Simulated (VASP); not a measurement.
# ZnO (P6_3mc) in VASP: further runs

The runs below take ZnO through electric field gradients, single point, with LDA.

Program: VASP 6.6.1. These are calculated values, not measurements. Logs are shortened: lines on timing, memory, paths and dates and some standing lists are left out, and cuts for length are marked.

### Step 1. The cell of the first run

The structure is hexagonal, space group P6_3mc (No. 186). Conventional cell: a = 3.249 Å, b = 3.249 Å, c = 5.204 Å, α = 90.00°, β = 90.00°, γ = 120.00°. Within 2.6 Å of Zn (site symmetry 3m) lie 4 O at 1.97 to 1.99 Å. O (site symmetry 3m) has 4 Zn at 1.97 to 1.99 Å within 2.6 Å.

### Step 2. Electric field gradients, LDA

File INCAR:

```
SYSTEM = ZnO
ALGO = Normal
EDIFF = 1E-8
ENCUT = 520
GGA = CA
ISIF = 2
ISMEAR = -1
LASPH = .TRUE.
LCHARG = .FALSE.
LEFG = .TRUE.
LREAL = .FALSE.
LWAVE = .FALSE.
NBANDS = 26
NELM = 100
PREC = Accurate
SIGMA = 0.02
```

File KPOINTS:

```
k-points
0
G
  11 11 6
  0 0 0
```

File POSCAR:

```
ZnO
1.0
    3.2493987239      0.0000000000      0.0000000000
   -1.6246993619      2.8140618419      0.0000000000
    0.0000000000      0.0000000000      5.2038000000
Zn O
2 2
Direct
    0.3333333333      0.6666666667      0.0000000000
    0.6666666667      0.3333333333      0.5000000000
    0.3333333333      0.6666666667      0.3821000000
    0.6666666667      0.3333333333      0.8821000000
```

Potentials or basis: VASP PAW LDA potentials, release 64 (Zn, O).

Run with:

```console
$ cat potpaw_LDA.64/Zn/POTCAR potpaw_LDA.64/O/POTCAR > POTCAR
$ mpirun -np 1 vasp_std > vasp.out
```

OUTCAR:

```text
SYSTEM = ZnO
   EDIFF = 1E-8
   ENCUT = 520
   GGA = CA
   ISIF = 2
   ISMEAR = -1
   LASPH = .TRUE.
   LREAL = .FALSE.
   NELM = 100
   PREC = Accurate

 ion  position               nearest neighbor table
   1  0.333  0.667  0.000-   4 1.97   4 1.97   4 1.97   3 1.99
   2  0.667  0.333  0.500-   3 1.97   3 1.97   3 1.97   4 1.99
   3  0.333  0.667  0.382-   2 1.97   2 1.97   2 1.97   1 1.99
   4  0.667  0.333  0.882-   1 1.97   1 1.97   1 1.97   2 1.99

  LATTYP: Found a hexagonal cell.
 ALAT       =     3.2493987239
 C/A-ratio  =     1.6014655148

  Lattice vectors:

 A1 = (   3.2493987239,   0.0000000000,   0.0000000000)
 A2 = (  -1.6246993619,   2.8140618419,   0.0000000000)
 A3 = (   0.0000000000,   0.0000000000,   5.2038000000)

Analysis of symmetry for initial positions (statically):
=====================================================================
 Subroutine PRICEL returns:
 Original cell was already a primitive cell.

 Routine SETGRP: Setting up the symmetry group for a
 hexagonal supercell.

 Subroutine GETGRP returns: Found 12 space group operations
 (whereof  6 operations were pure point group operations)
 out of a pool of 24 trial point group operations.

The static configuration has the point symmetry C_3v.
 The point group associated with its full space group is C_6v.

Analysis of symmetry for dynamics (positions and initial velocities):
=====================================================================
 Subroutine PRICEL returns:
 Original cell was already a primitive cell.

 Routine SETGRP: Setting up the symmetry group for a
 hexagonal supercell.

 Subroutine GETGRP returns: Found 12 space group operations
 (whereof  6 operations were pure point group operations)
 out of a pool of 24 trial point group operations.

The dynamic configuration has the point symmetry C_3v.
 The point group associated with its full space group is C_6v.

 Subroutine INISYM returns: Found 12 space group operations
 (whereof  6 operations are pure point group operations),
 and found     1 'primitive' translations

----------------------------------------------------------------------------------------

                                     Primitive cell

  volume of cell :      47.5836

  direct lattice vectors                    reciprocal lattice vectors
     3.249398724  0.000000000  0.000000000     0.307749244  0.177679109  0.000000000
    -1.624699362  2.814061842  0.000000000     0.000000000  0.355358217  0.000000000
     0.000000000  0.000000000  5.203800000     0.000000000  0.000000000  0.192167262

  length of vectors
     3.249398724  3.249398724  5.203800000     0.355358217  0.355358217  0.192167262

  position of ions in fractional coordinates (direct lattice)
     0.333333333  0.666666667  0.000000000
     0.666666667  0.333333333  0.500000000
     0.333333333  0.666666667  0.382100000
     0.666666667  0.333333333  0.882100000

  ion indices of the primitive-cell ions
   primitive index   ion index
                 1           1
                 2           2
                 3           3
                 4           4

----------------------------------------------------------------------------------------

 KPOINTS: k-points

Automatic generation of k-mesh.
 Grid dimensions read from file:
 generate k-points for:   11   11    6

 Generating k-lattice:

  Cartesian coordinates                     Fractional coordinates (reciprocal lattice)
     0.027977204  0.016152646  0.000000000     0.090909091  0.000000000  0.000000000
     0.000000000  0.032305292  0.000000000     0.000000000  0.090909091  0.000000000
     0.000000000  0.000000000  0.032027877     0.000000000  0.000000000  0.166666667

  Length of vectors
[... 38 lines left out ...]
   number of dos      NEDOS =    301   number of ions     NIONS =      4
   total plane-waves  NPLWV =  23040
   dimension x,y,z NGX =    24 NGY =   24 NGZ =   40
   dimension x,y,z NGXF=    48 NGYF=   48 NGZF=   80
   ions per type =               2   2
   NGX,Y,Z   is equivalent  to a cutoff of  12.28, 12.28, 12.78 a.u.
   NGXF,Y,Z  is equivalent  to a cutoff of  24.56, 24.56, 25.56 a.u.
 SYSTEM =  ZnO
   PREC   = accura    normal or accurate (medium, high low for compatibility)
   ISTART =      0    job   : 0-new  1-cont  2-samecut
   ICHARG =      2    charge: 1-file 2-atom 10-const
   ISPIN  =      1    spin polarized calculation?
   LNONCOLLINEAR =      F non collinear calculations
   LSORBIT =      F    spin-orbit coupling
   LASPH  =      T    aspherical Exc in radial PAW
   ENCUT  =  520.0 eV  38.22 Ry    6.18 a.u.   6.04  6.04  9.68*2*pi/ulx,y,z
   NELM   =    100;   NELMIN=  2; NELMDL= -5     # of ELM steps
   EDIFF  = 0.1E-07   stopping-criterion for ELM
   LREAL  =      F    real-space projection
   EDIFFG = 0.1E-06   stopping-criterion for IOM
   NSW    =      0    number of steps for IOM
   IBRION =     -1    ionic relax: 0-MD 1-quasi-New 2-CG
   NFREE  =      0    steps in history (QN), initial steepest desc. (CG)
   ISIF   =      2    stress and relaxation
   ISYM   =      2    0-nonsym 1-usesym 2-fastsym
   POTIM  = 0.5000    time-step for ionic-motion
   TEBEG  =    0.0;   TEEND  =   0.0 temperature during run
   PSTRESS=    0.0 pullay stress
   NELECT =      36.0000    total number of electrons
   NUPDOWN=      -1.0000    fix difference up-down
   EMIN   =  10.00;   EMAX   =-10.00  energy-range for DOS
   EFERMI =   0.00;   METHOD = LEGACY
   ISMEAR =    -1;   SIGMA  =   0.02  broadening in eV -4-tet -1-fermi 0-gaus
   EFERMI_NEDOS =   21; number of points for ismear=-14 and -15
   IALGO  =     38    algorithm
   IMIX   =      4    mixing-type and parameters
     AMIX     =   0.40;   BMIX     =  1.00
     AMIX_MAG =   1.60;   BMIX_MAG =  1.00
  volume/ion in A,a.u.               =      11.90        80.28
  Fermi-wavevector in a.u.,A,eV,Ry     =   1.491729  2.818959 30.276436  2.225255
  Thomas-Fermi vector in A             =   2.604347
   LORBIT       =      0    0 simple, 1 ext, 2 COOP (PROOUT), +10 PAW based schemes
   GGA     = CA    functional components
   LHFCALC =     F    Hartree Fock is set to
   AEXX    =    0.0000 exact exchange contribution
   IVDW    =     0    specifies the selected vdW correction
   LEPSILON=     F    determine dielectric tensor
   LRPA    =     F    only Hartree local field effects (RPA)
 non-spin polarized calculation
  energy-cutoff  :      520.00
  volume of cell :       47.58
 maximum number of plane-waves:      1300
   NGX = 13   NGY = 13   NGZ = 19

 number of electron      36.0000017 magnetization

 Free energy of the ion-electron system (eV)
  ---------------------------------------------------
  ext. energy  EPLUGINS =         0.00000000
  ---------------------------------------------------
  free energy    TOTEN  =       -21.12255054 eV

  energy without entropy =      -21.12255054  energy(sigma->0) =      -21.12255054

 E-fermi :   1.2659     XC(G=0): -11.4650

 val. band max:        0.8818460884   @ k =   0.0000   0.0000   0.0000
 cond. band min:       1.6247634097   @ k =   0.0000   0.0000   0.0000
 fundamental gap:      0.7429173213
 Fermi energy:         1.2658972064

 k-point     1 :       0.0000    0.0000    0.0000
  band No.  band energies     occupation
      1     -16.9234      2.00000
      2     -16.1484      2.00000
      3      -4.9032      2.00000
      4      -4.9032      2.00000
      5      -4.8173      2.00000
      6      -4.7988      2.00000
[... 685 lines left out ...]
     25      13.7269      0.00000
     26      15.2266      0.00000

 [... further k-points ...]

------------------------ aborting loop because EDIFF is reached ----------------------------------------

  FORCE on cell =-STRESS in cart. coord.  units (eV):
  Direction    XX          YY          ZZ          XY          YZ          ZX
  --------------------------------------------------------------------------------------
  -------------------------------------------------------------------------------------
  Total       -1.8411526     -1.8411526     -1.6601835     -0.0000000      0.0000000      0.0000000
  in kB      -61.9930666    -61.9930666    -55.8996959     -0.0000000      0.0000000      0.0000000
  external PRESSURE =     -59.9619430 kB  Pullay stress =       0.0000000 kB

 VOLUME and BASIS-vectors are now :
 -----------------------------------------------------------------------------
  energy-cutoff  :      520.00
  volume of cell :       47.58
      direct lattice vectors                 reciprocal lattice vectors
     3.249398724  0.000000000  0.000000000     0.307749244  0.177679109  0.000000000
    -1.624699362  2.814061842  0.000000000     0.000000000  0.355358217  0.000000000
     0.000000000  0.000000000  5.203800000     0.000000000  0.000000000  0.192167262

 POSITION                                       TOTAL-FORCE (eV/Angst)
 -----------------------------------------------------------------------------------
     -0.00000      1.87604      0.00000         0.000000     -0.000000      0.040862
      1.62470      0.93802      2.60190        -0.000000      0.000000      0.040862
     -0.00000      1.87604      1.98837        -0.000000     -0.000000     -0.040862
      1.62470      0.93802      4.59027        -0.000000      0.000000     -0.040862
 -----------------------------------------------------------------------------------
    total drift:                               -0.000001     -0.000001     -0.000300

  FREE ENERGIE OF THE ION-ELECTRON SYSTEM (eV)
  ---------------------------------------------------
  free  energy   TOTEN  =       -21.1225505400 eV

  energy  without entropy=      -21.1225505400  energy(sigma->0) =      -21.12255054

 Electric field gradients (V/A^2)
---------------------------------------------------------------------
 ion       V_xx      V_yy      V_zz      V_xy      V_xz      V_yz
---------------------------------------------------------------------
   1      -3.888    -3.889     7.777    -0.001     0.000    -0.000
   2      -3.888    -3.889     7.777    -0.001    -0.000     0.000
   3       1.765     1.760    -3.525    -0.004     0.000    -0.000
   4       1.765     1.760    -3.525    -0.004    -0.000     0.000
---------------------------------------------------------------------

 Electric field gradients after diagonalization (V/A^2)
 (convention: |V_zz| > |V_xx| > |V_yy|)
----------------------------------------------------------------------
 ion       V_xx      V_yy      V_zz     asymmetry (V_yy - V_xx)/ V_zz
----------------------------------------------------------------------
   1      -3.890    -3.888     7.777       0.000
   2      -3.890    -3.888     7.777       0.000
   3       1.767     1.758    -3.525       0.003
   4       1.767     1.758    -3.525       0.003
----------------------------------------------------------------------

           NMR quadrupolar parameters

 Cq : quadrupolar parameter    Cq=e*Q*V_zz/h
 eta: asymmetry parameters     (V_yy - V_xx)/ V_zz
 Q  : nuclear electric quadrupole moment in mb (millibarn)
----------------------------------------------------------------------
 ion       Cq(MHz)       eta       Q (mb)
----------------------------------------------------------------------
   1       0.019       0.000       1.000
   2       0.019       0.000       1.000
   3      -0.009       0.003       1.000
   4      -0.009       0.003       1.000
----------------------------------------------------------------------
```

Run time: 2 min. Hardware: 1 thread of AMD EPYC 7R13, shared host; peak memory 0.16 GiB.

What came out:

```
Free energy                             : -21.1226 eV
Pressure                                : -6.0 GPa
Largest force                           : 0.041 eV/Å
Band gap on the k mesh                  : 0.74 eV
Largest electric field gradient by atom : Zn +7.8; O -3.5 V/Å²
```

Forces on the atoms (eV/Å):
```
Zn   0.000  0.000  0.041
Zn   0.000  0.000  0.041
O    0.000  0.000 -0.041
O    0.000  0.000 -0.041
```

Levels at points of the mesh, in eV from the valence-band top:
```csv
k point,band 15,band 16,band 17,band 18,band 19,band 20,band 21,band 22
"(0.00, 0.00, 0.00)",-0.80,-0.09,0.00,0.00,0.74,5.07,8.11,12.63
"(0.00, 0.00, 0.50)",-0.39,-0.39,-0.39,-0.39,3.39,3.39,9.90,9.90
```

Electric field gradients, principal values (V/Å²):
```
atom   least  middle  greatest (by size)
1 Zn  -3.888  -3.890               7.777
2 Zn  -3.888  -3.890               7.777
 3 O   1.758   1.767              -3.525
 4 O   1.758   1.767              -3.525
```

Caveat: the cell stands under tension; semilocal functionals underestimate gaps, and a narrow one can read as zero; without QUAD_EFG the Cq values of the log hold for a quadrupole moment of 1 mb, not for the nuclei. LDA gaps usually lie below the measured ones, often by a third to a half.

### Step 3. Single point, LDA

POSCAR is that of step 2.

File INCAR.step1:

```
ALGO = Normal ; EDIFF = 1E-7
ENCUT = 520 ; ISIF = 2
ISMEAR = -1 ; LASPH = True
LCHARG = True ; LREAL = False
LWAVE = False ; NBANDS = 26
NELM = 60 ; PREC = Accurate
SIGMA = 0.02
```

File KPOINTS.step1:

```
k-points
0
Gamma
  11 11 6
```

File INCAR.step2:

```
ALGO = Normal ; EDIFF = 1E-7
ENCUT = 520 ; ICHARG = 11
ISIF = 2 ; ISMEAR = -5
LASPH = True ; LCHARG = False
LORBIT = 10 ; LREAL = False
LWAVE = False ; NBANDS = 26
NEDOS = 1001 ; NELM = 60
PREC = Accurate ; SIGMA = 0.02
```

File KPOINTS.step2:

```
k-points
0
Gamma
  17 17 9
```

Potentials or basis: VASP PAW LDA potentials, release 64 (Zn, O).

Run with:

```console
$ cat potpaw_LDA.64/Zn/POTCAR potpaw_LDA.64/O/POTCAR > POTCAR
$ cp INCAR.step1 INCAR
$ cp KPOINTS.step1 KPOINTS
$ mpirun -np 1 vasp_std > vasp.out
$ cp INCAR.step2 INCAR
$ cp KPOINTS.step2 KPOINTS
$ mpirun -np 1 vasp_std > vasp.out
```

Wall time 3.7 min (1 thread of AMD EPYC 7R13, shared host); peak memory 0.25 GiB.

The run converged. Its results:

```yaml
Valence_electrons_inside_the_program's_atomic_spheres: Zn 10.87; O 4.97
```

Levels at points of the mesh, in eV from the valence-band top:
```
           k point  band 15  band 16  band 17  band 18  band 19  band 20  band 21  band 22
(0.00, 0.00, 0.00)    -0.80    -0.09     0.00     0.00     0.74     5.07     8.12    12.64
```
